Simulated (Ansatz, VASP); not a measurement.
**KTaO3 in VASP and in Ansatz**

```
K Ta O
1.0
     3.98958    0.00000    0.00000
     0.00000    3.98958    0.00000
     0.00000    0.00000    3.98958
K Ta O
1 1 3
Cartesian
  1.9948 1.9948 1.9948
  0.0000 0.0000 0.0000
  1.9948 0.0000 0.0000
  0.0000 1.9948 0.0000
  0.0000 0.0000 1.9948
```

Alike in both runs: functional r2SCAN; k mesh 8 × 8 × 8; occupations fermi-dirac, width 0.02 eV; no spin polarisation.

Ansatz relaxed the structure, and its values are those at the end. VASP's run is a single point on that final structure, the one shown.

|  | VASP | Ansatz |
| --- | --- | --- |
| version | VASP 6.6.1 | Ansatz 0.2.0 |
| potentials or method | VASP PAW PBE potentials, release 64 (K_sv, Ta_pv, O), cutoff 520 eV | PAW plane waves |
| valence electrons in the cell | 38 | 40 |

Ansatz gave:

- gap on the k mesh at the Fermi level (eV): 2.64
- pressure (GPa): 0.0

Question: Estimate VASP's values.

Answer: gap on the k mesh at the Fermi level (eV): 2.60; pressure (GPa): 1.0.

VASP's potentials were made for PBE, not for r2SCAN. The functional is the same, so the differences come from potentials, cutoffs and numerics. VASP's potentials hold 38 valence electrons a cell and Ansatz's 40, so a difference there can come from the potentials and not from the codes.

Neither program's run includes spin-orbit coupling.
